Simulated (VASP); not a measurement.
# Zr (Im-3m) in VASP: notebook, part 2 of 2

VASP 6.6.1.

## Step 4: Electric field gradients, PBE (24.19 Å³/atom)

This run uses another cell than the first one, of 24.19 Å³/atom.

INCAR

```
ALGO     = Normal         # electronic algorithm
EDIFF    = 1E-8           # SCF threshold, eV
ENCUT    = 400            # plane-wave cutoff, eV
GGA      = PE             # functional
GGA_COMPAT= F            
ISIF     = 2              # what is computed and relaxed
ISMEAR   = -1             # smearing method
LASPH    = T              # aspherical terms in the spheres
LCHARG   = F              # write CHGCAR
LEFG     = T            
LREAL    = F              # projectors in reciprocal space
LWAVE    = F              # write WAVECAR
NBANDS   = 12             # bands
NELM     = 120            # most SCF steps
PREC     = Accurate       # precision mode
SIGMA    = 0.08           # smearing width, eV
```

KPOINTS

```
k-points
0
Gamma
  14 14 14
```

POSCAR

```
Zr
1.0
   -1.8219871043      1.8219871043      1.8219871043
    1.8219871043     -1.8219871043      1.8219871043
    1.8219871043      1.8219871043     -1.8219871043
Zr
1
Direct
    0.0000000000      0.0000000000      0.0000000000
```

Potentials or basis: VASP PAW PBE potentials, release 64 (Zr_sv).

Run with:

```bash
$ cat potpaw_PBE.64/Zr_sv/POTCAR > POTCAR
$ mpirun -np 1 vasp_std > vasp.out
```

OUTCAR:

```text
EDIFF = 1E-8
   ENCUT = 400
   GGA = PE
   ISIF = 2
   ISMEAR = -1
   LASPH = T
   LREAL = F
   NELM = 120
   PREC = Accurate

 ion  position               nearest neighbor table
   1  0.000  0.000  0.000-

  LATTYP: Found a body centered cubic cell.
 ALAT       =     3.6439742086

  Lattice vectors:

 A1 = (  -1.8219871043,   1.8219871043,   1.8219871043)
 A2 = (   1.8219871043,  -1.8219871043,   1.8219871043)
 A3 = (   1.8219871043,   1.8219871043,  -1.8219871043)

Analysis of symmetry for initial positions (statically):
=====================================================================
 Subroutine PRICEL returns:
 Original cell was already a primitive cell.

 Routine SETGRP: Setting up the symmetry group for a
 body centered cubic supercell.

 Subroutine GETGRP returns: Found 48 space group operations
 (whereof 48 operations were pure point group operations)
 out of a pool of 48 trial point group operations.

The static configuration has the point symmetry O_h .

Analysis of symmetry for dynamics (positions and initial velocities):
=====================================================================
 Subroutine PRICEL returns:
 Original cell was already a primitive cell.

 Routine SETGRP: Setting up the symmetry group for a
 body centered cubic supercell.

 Subroutine GETGRP returns: Found 48 space group operations
 (whereof 48 operations were pure point group operations)
 out of a pool of 48 trial point group operations.

The dynamic configuration has the point symmetry O_h .

 Subroutine INISYM returns: Found 48 space group operations
 (whereof 48 operations are pure point group operations),
 and found     1 'primitive' translations

----------------------------------------------------------------------------------------

                                     Primitive cell

  volume of cell :      24.1933

  direct lattice vectors                    reciprocal lattice vectors
    -1.821987104  1.821987104  1.821987104     0.000000000  0.274425653  0.274425653
     1.821987104 -1.821987104  1.821987104     0.274425653  0.000000000  0.274425653
     1.821987104  1.821987104 -1.821987104     0.274425653  0.274425653  0.000000000

  length of vectors
     3.155774235  3.155774235  3.155774235     0.388096480  0.388096480  0.388096480

  position of ions in fractional coordinates (direct lattice)
     0.000000000  0.000000000  0.000000000

  ion indices of the primitive-cell ions
   primitive index   ion index
                 1           1

----------------------------------------------------------------------------------------

 KPOINTS: k-points

Automatic generation of k-mesh.
 Grid dimensions read from file:
 generate k-points for:   14   14   14

 Generating k-lattice:

  Cartesian coordinates                     Fractional coordinates (reciprocal lattice)
[... 65 lines left out ...]
   NFREE  =      0    steps in history (QN), initial steepest desc. (CG)
   ISIF   =      2    stress and relaxation
   ISYM   =      2    0-nonsym 1-usesym 2-fastsym
   POTIM  = 0.5000    time-step for ionic-motion
   TEBEG  =    0.0;   TEEND  =   0.0 temperature during run
   PSTRESS=    0.0 pullay stress
   NELECT =      12.0000    total number of electrons
   NUPDOWN=      -1.0000    fix difference up-down
   EMIN   =  10.00;   EMAX   =-10.00  energy-range for DOS
   EFERMI =   0.00;   METHOD = LEGACY
   ISMEAR =    -1;   SIGMA  =   0.08  broadening in eV -4-tet -1-fermi 0-gaus
   EFERMI_NEDOS =   21; number of points for ismear=-14 and -15
   IALGO  =     38    algorithm
   IMIX   =      4    mixing-type and parameters
     AMIX     =   0.40;   BMIX     =  1.00
     AMIX_MAG =   1.60;   BMIX_MAG =  1.00
  volume/ion in A,a.u.               =      24.19       163.26
  Fermi-wavevector in a.u.,A,eV,Ry     =   1.295895  2.448887 22.848875  1.679345
  Thomas-Fermi vector in A             =   2.427386
   LORBIT       =      0    0 simple, 1 ext, 2 COOP (PROOUT), +10 PAW based schemes
   GGA     = PE    functional components
   LHFCALC =     F    Hartree Fock is set to
   AEXX    =    0.0000 exact exchange contribution
   IVDW    =     0    specifies the selected vdW correction
   LEPSILON=     F    determine dielectric tensor
   LRPA    =     F    only Hartree local field effects (RPA)
 non-spin polarized calculation
  energy-cutoff  :      400.00
  volume of cell :       24.19
 maximum number of plane-waves:       466
 NGX is ok and might be reduce to    24
   NGX = 11   NGY = 11   NGZ = 11

 number of electron      12.0000000 magnetization

 Free energy of the ion-electron system (eV)
  ---------------------------------------------------
  ext. energy  EPLUGINS =         0.00000000
  ---------------------------------------------------
  free energy    TOTEN  =        -8.43565932 eV

  energy without entropy =       -8.39315419  energy(sigma->0) =       -8.41440675

 E-fermi :   8.2959     XC(G=0): -10.9039

 val. band max:        8.2776249193   @ k =   0.2857   0.2143   0.0714
 cond. band min:       8.2963680017   @ k =   0.2143   0.2143   0.0000
 fundamental gap:      0.0187430824
 Fermi energy:         8.2958522243

 k-point     1 :       0.0000    0.0000    0.0000
  band No.  band energies     occupation
      1     -40.2806      2.00000
      2     -17.8451      2.00000
      3     -17.8451      2.00000
      4     -17.8451      2.00000
      5       2.9955      2.00000
      6       9.3964      0.00000
      7       9.3964      0.00000
      8       9.3964      0.00000
      9      11.7640      0.00000
     10      11.7640      0.00000
     11      20.5551      0.00000
     12      20.5551      0.00000
[... 331 lines left out ...]
 k-point    24 :       0.3571    0.2857    0.0000
  band No.  band energies     occupation
      1     -40.1367      2.00000
      2     -18.4968      2.00000
      3     -18.3658      2.00000
      4     -17.9505      2.00000
      5       6.9799      2.00000
      6       7.7682      1.99727
      7       8.1206      1.79874
      8      11.9083      0.00000
      9      12.2924      0.00000
     10      16.3878      0.00000
     11      16.8436      0.00000
     12      18.2512      0.00000

 [... further k-points ...]
[... 5 lines left out ...]
  --------------------------------------------------------------------------------------
  -------------------------------------------------------------------------------------
  Total       -0.7047234     -0.7047234     -0.7047234      0.0000000     -0.0000000      0.0000000
  in kB      -46.6695267    -46.6695267    -46.6695267      0.0000000     -0.0000000      0.0000000
  external PRESSURE =     -46.6695267 kB  Pullay stress =       0.0000000 kB

 VOLUME and BASIS-vectors are now :
 -----------------------------------------------------------------------------
  energy-cutoff  :      400.00
  volume of cell :       24.19
      direct lattice vectors                 reciprocal lattice vectors
    -1.821987104  1.821987104  1.821987104     0.000000000  0.274425653  0.274425653
     1.821987104 -1.821987104  1.821987104     0.274425653  0.000000000  0.274425653
     1.821987104  1.821987104 -1.821987104     0.274425653  0.274425653  0.000000000

 POSITION                                       TOTAL-FORCE (eV/Angst)
 -----------------------------------------------------------------------------------
      0.00000      0.00000      0.00000         0.000000     -0.000000     -0.000000
 -----------------------------------------------------------------------------------
    total drift:                                0.000000      0.000000      0.000000

  FREE ENERGIE OF THE ION-ELECTRON SYSTEM (eV)
  ---------------------------------------------------
  free  energy   TOTEN  =        -8.4356593212 eV

  energy  without entropy=       -8.3931541865  energy(sigma->0) =       -8.41440675

 Electric field gradients (V/A^2)
---------------------------------------------------------------------
 ion       V_xx      V_yy      V_zz      V_xy      V_xz      V_yz
---------------------------------------------------------------------
   1      -0.000    -0.000     0.000    -0.000    -0.000    -0.000
---------------------------------------------------------------------

 Electric field gradients after diagonalization (V/A^2)
 (convention: |V_zz| > |V_xx| > |V_yy|)
----------------------------------------------------------------------
 ion       V_xx      V_yy      V_zz     asymmetry (V_yy - V_xx)/ V_zz
----------------------------------------------------------------------
   1       0.000     0.000    -0.000       0.000
----------------------------------------------------------------------

           NMR quadrupolar parameters

 Cq : quadrupolar parameter    Cq=e*Q*V_zz/h
 eta: asymmetry parameters     (V_yy - V_xx)/ V_zz
 Q  : nuclear electric quadrupole moment in mb (millibarn)
----------------------------------------------------------------------
 ion       Cq(MHz)       eta       Q (mb)
----------------------------------------------------------------------
   1      -0.000       0.000       1.000
----------------------------------------------------------------------
```

Run time: 34 s. Hardware: 1 thread of Intel Xeon 8259CL, shared host; peak memory 0.15 GiB.

What came out:

| Quantity | Value |
| --- | --- |
| Free energy | -8.4357 eV |
| Pressure | -4.7 GPa |
| Band gap on the k mesh | zero (bands 6 and 7 overlap by 1.71 eV) |
| Largest electric field gradient by atom | zero within the noise of the run |

Caveat: the cell stands under tension.

## Step 5: Electric field gradients, PBE (24.67 Å³/atom)

This run uses another cell than the first one, of 24.67 Å³/atom.

INCAR

```
PREC = Accurate ; ENCUT = 400
EDIFF = 1E-8 ; ISMEAR = -1
SIGMA = 0.08 ; LREAL = False
LASPH = True ; NELM = 120
ALGO = Normal ; ISIF = 2
LWAVE = False ; LCHARG = False
GGA = PE ; LEFG = True
NBANDS = 12 ; GGA_COMPAT = False
```

KPOINTS

```
Automatic mesh
0
Gamma
  14 14 14
```

POSCAR

```
Zr
1.0
   -1.8338185209      1.8338185209      1.8338185209
    1.8338185209     -1.8338185209      1.8338185209
    1.8338185209      1.8338185209     -1.8338185209
Zr
1
Direct
    0.0000000000      0.0000000000      0.0000000000
```

Potentials or basis: VASP PAW PBE potentials, release 64 (Zr_sv).

Run with:

```bash
$ cat potpaw_PBE.64/Zr_sv/POTCAR > POTCAR
$ mpirun -np 1 vasp_std > vasp.out
```

OUTCAR:

```text
PREC = Accurate
   ENCUT = 400
   EDIFF = 1E-8
   ISMEAR = -1
   LREAL = False
   LASPH = True
   NELM = 120
   ISIF = 2
   GGA = PE

 ion  position               nearest neighbor table
   1  0.000  0.000  0.000-

  LATTYP: Found a body centered cubic cell.
 ALAT       =     3.6676370418

  Lattice vectors:

 A1 = (  -1.8338185209,   1.8338185209,   1.8338185209)
[... 567 lines left out ...]
    total drift:                                0.000000      0.000000     -0.000000

  FREE ENERGIE OF THE ION-ELECTRON SYSTEM (eV)
  ---------------------------------------------------
  free  energy   TOTEN  =        -8.4205522877 eV

  energy  without entropy=       -8.3765407513  energy(sigma->0) =       -8.39854652

 Electric field gradients (V/A^2)
---------------------------------------------------------------------
 ion       V_xx      V_yy      V_zz      V_xy      V_xz      V_yz
---------------------------------------------------------------------
   1       0.000    -0.000     0.000    -0.000    -0.000    -0.000
---------------------------------------------------------------------

 Electric field gradients after diagonalization (V/A^2)
 (convention: |V_zz| > |V_xx| > |V_yy|)
----------------------------------------------------------------------
 ion       V_xx      V_yy      V_zz     asymmetry (V_yy - V_xx)/ V_zz
----------------------------------------------------------------------
   1       0.000     0.000    -0.000       0.000
----------------------------------------------------------------------

           NMR quadrupolar parameters

 Cq : quadrupolar parameter    Cq=e*Q*V_zz/h
 eta: asymmetry parameters     (V_yy - V_xx)/ V_zz
 Q  : nuclear electric quadrupole moment in mb (millibarn)
----------------------------------------------------------------------
 ion       Cq(MHz)       eta       Q (mb)
----------------------------------------------------------------------
   1      -0.000       0.000       1.000
----------------------------------------------------------------------
```

OSZICAR:

```text
N       E                     dE             d eps       ncg     rms          rms(c)
DAV:   1     0.697721803123E+02    0.69772E+02   -0.60194E+03  2516   0.813E+02
DAV:   2    -0.643429701260E+01   -0.76206E+02   -0.74358E+02  2948   0.239E+02
DAV:   3    -0.874694127706E+01   -0.23126E+01   -0.22741E+01  3692   0.344E+01
DAV:   4    -0.879289354067E+01   -0.45952E-01   -0.45933E-01  2832   0.470E+00
DAV:   5    -0.879389720779E+01   -0.10037E-02   -0.10036E-02  3656   0.521E-01    0.904E+00
DAV:   6    -0.847630456743E+01    0.31759E+00   -0.40757E-01  2696   0.579E+00    0.344E+00
DAV:   7    -0.841810039000E+01    0.58204E-01   -0.19966E-01  3016   0.383E+00    0.676E-01
DAV:   8    -0.842057645475E+01   -0.24761E-02   -0.11513E-02  3004   0.119E+00    0.115E-01
DAV:   9    -0.842056224031E+01    0.14214E-04   -0.46208E-04  3160   0.186E-01    0.241E-02
DAV:  10    -0.842055383306E+01    0.84073E-05   -0.26934E-05  3076   0.509E-02    0.161E-02
DAV:  11    -0.842055226434E+01    0.15687E-05   -0.19708E-06  3168   0.143E-02    0.258E-03
DAV:  12    -0.842055231205E+01   -0.47707E-07   -0.76302E-08  3380   0.222E-03    0.451E-04
DAV:  13    -0.842055229237E+01    0.19680E-07   -0.32538E-09  1608   0.686E-04    0.227E-05
DAV:  14    -0.842055228768E+01    0.46923E-08   -0.42692E-10  1408   0.242E-04
   1 F= -.84205523E+01 E0= -.83985465E+01  d E =-.440115E-01
```

stdout:

```text
POSCAR found type information on POSCAR Zr
 POSCAR found :  1 types and       1 ions
 scaLAPACK will be used
 LDA part: xc-table for (Slater+PW92), standard interpolation
 POSCAR, INCAR and KPOINTS ok, starting setup
 FFT: planning ... GRIDC
 FFT: planning ... GRID_SOFT
 FFT: planning ... GRID
 WAVECAR not read
 entering main loop
ion   1
```

Run time: 34 s. Hardware: 1 thread of Intel Xeon 8259CL, shared host; peak memory 0.15 GiB.

Results:

```yaml
Free_energy: -8.4206 eV
Pressure: -6.0 GPa
Band_gap_on_the_k_mesh: zero (bands 6 and 7 overlap by 1.69 eV)
Largest_electric_field_gradient_by_atom: zero within the noise of the run
```

Caveat: the cell stands under tension.

## Step 6: Electric field gradients, PBE (24.90 Å³/atom)

This run uses another cell than the first one, of 24.90 Å³/atom.

INCAR

```
ALGO = Normal
EDIFF = 1E-8
ENCUT = 400
GGA = PE
GGA_COMPAT = F
ISIF = 2
ISMEAR = -1
LASPH = T
LCHARG = F
LEFG = T
LREAL = F
LWAVE = F
NBANDS = 12
NELM = 120
PREC = Accurate
SIGMA = 0.08
```

KPOINTS

```
k-points
0
Gamma
  14 14 14
```

POSCAR

```
Zr
1.0
   -1.8396774058      1.8396774058      1.8396774058
    1.8396774058     -1.8396774058      1.8396774058
    1.8396774058      1.8396774058     -1.8396774058
Zr
1
Direct
    0.0000000000      0.0000000000      0.0000000000
```

Potentials or basis: VASP PAW PBE potentials, release 64 (Zr_sv).

Run with:

```bash
$ cat potpaw_PBE.64/Zr_sv/POTCAR > POTCAR
$ mpirun -np 1 vasp_std > vasp.out
```

OUTCAR:

```text
EDIFF = 1E-8
   ENCUT = 400
   GGA = PE
   ISIF = 2
   ISMEAR = -1
   LASPH = T
   LREAL = F
   NELM = 120
   PREC = Accurate

 ion  position               nearest neighbor table
   1  0.000  0.000  0.000-

  LATTYP: Found a body centered cubic cell.
 ALAT       =     3.6793548116

  Lattice vectors:

 A1 = (  -1.8396774058,   1.8396774058,   1.8396774058)
[... 566 lines left out ...]
 -----------------------------------------------------------------------------------
    total drift:                                0.000000      0.000000      0.000000

  FREE ENERGIE OF THE ION-ELECTRON SYSTEM (eV)
  ---------------------------------------------------
  free  energy   TOTEN  =        -8.4115026549 eV

  energy  without entropy=       -8.3667330708  energy(sigma->0) =       -8.38911786

 Electric field gradients (V/A^2)
---------------------------------------------------------------------
 ion       V_xx      V_yy      V_zz      V_xy      V_xz      V_yz
---------------------------------------------------------------------
   1       0.000    -0.000     0.000    -0.000    -0.000    -0.000
---------------------------------------------------------------------

 Electric field gradients after diagonalization (V/A^2)
 (convention: |V_zz| > |V_xx| > |V_yy|)
----------------------------------------------------------------------
 ion       V_xx      V_yy      V_zz     asymmetry (V_yy - V_xx)/ V_zz
----------------------------------------------------------------------
   1       0.000     0.000    -0.000       0.000
----------------------------------------------------------------------

           NMR quadrupolar parameters

 Cq : quadrupolar parameter    Cq=e*Q*V_zz/h
 eta: asymmetry parameters     (V_yy - V_xx)/ V_zz
 Q  : nuclear electric quadrupole moment in mb (millibarn)
----------------------------------------------------------------------
 ion       Cq(MHz)       eta       Q (mb)
----------------------------------------------------------------------
   1      -0.000       0.000       1.000
----------------------------------------------------------------------
```

OSZICAR:

```text
N       E                     dE             d eps       ncg     rms          rms(c)
DAV:   1     0.698517903857E+02    0.69852E+02   -0.59253E+03  2504   0.816E+02
DAV:   2    -0.641006406821E+01   -0.76262E+02   -0.74393E+02  2916   0.240E+02
DAV:   3    -0.875163711111E+01   -0.23416E+01   -0.23091E+01  3724   0.344E+01
DAV:   4    -0.879100449528E+01   -0.39367E-01   -0.39350E-01  2856   0.462E+00
DAV:   5    -0.879195864656E+01   -0.95415E-03   -0.95410E-03  3600   0.506E-01    0.887E+00
DAV:   6    -0.846844039882E+01    0.32352E+00   -0.41418E-01  2720   0.582E+00    0.335E+00
DAV:   7    -0.840905222551E+01    0.59388E-01   -0.20180E-01  3020   0.384E+00    0.676E-01
DAV:   8    -0.841152339394E+01   -0.24712E-02   -0.11835E-02  3000   0.120E+00    0.116E-01
DAV:   9    -0.841151452343E+01    0.88705E-05   -0.46561E-04  3160   0.188E-01    0.242E-02
DAV:  10    -0.841150407096E+01    0.10452E-04   -0.25843E-05  3072   0.479E-02    0.151E-02
DAV:  11    -0.841150262864E+01    0.14423E-05   -0.17493E-06  3244   0.126E-02    0.278E-03
DAV:  12    -0.841150268669E+01   -0.58044E-07   -0.73277E-08  3308   0.215E-03    0.494E-04
DAV:  13    -0.841150265916E+01    0.27527E-07   -0.26064E-09  1624   0.635E-04    0.238E-05
DAV:  14    -0.841150265489E+01    0.42705E-08   -0.33283E-10  1404   0.213E-04
   1 F= -.84115027E+01 E0= -.83891179E+01  d E =-.447696E-01
```

stdout:

```text
POSCAR found type information on POSCAR Zr
 POSCAR found :  1 types and       1 ions
 scaLAPACK will be used
 LDA part: xc-table for (Slater+PW92), standard interpolation
 POSCAR, INCAR and KPOINTS ok, starting setup
 FFT: planning ... GRIDC
 FFT: planning ... GRID_SOFT
 FFT: planning ... GRID
 WAVECAR not read
 entering main loop
ion   1
```

It took 34 s on 1 thread of Intel Xeon 8259CL, shared host; peak memory 0.15 GiB.

What came out:

- Free energy: -8.4115 eV
- Pressure: -6.7 GPa
- Band gap on the k mesh: zero (bands 6 and 7 overlap by 1.68 eV)
- Largest electric field gradient by atom: zero within the noise of the run

Caveat: the cell stands under tension.

## Step 7: Overview

```csv
cell,gap on the mesh (eV),pressure (GPa)
"a = 3.145 Å, angles 109.5°, 1 atom",none,-3.9
"a = 3.156 Å, angles 109.5°, 1 atom",none,-4.7
"a = 3.176 Å, angles 109.5°, 1 atom",none,-6.0
"a = 3.186 Å, angles 109.5°, 1 atom",none,-6.7
```

Alike in all rows: task electric field gradients; level PBE; potentials or basis VASP PAW PBE potentials, release 64 (Zr_sv); no spin polarisation; k mesh 14 × 14 × 14; cutoff (eV) 400; smearing fermi-dirac 0.08 eV.

Caveats: the cell stands under tension.

Absolute energies hang on the potentials; compare differences alone.
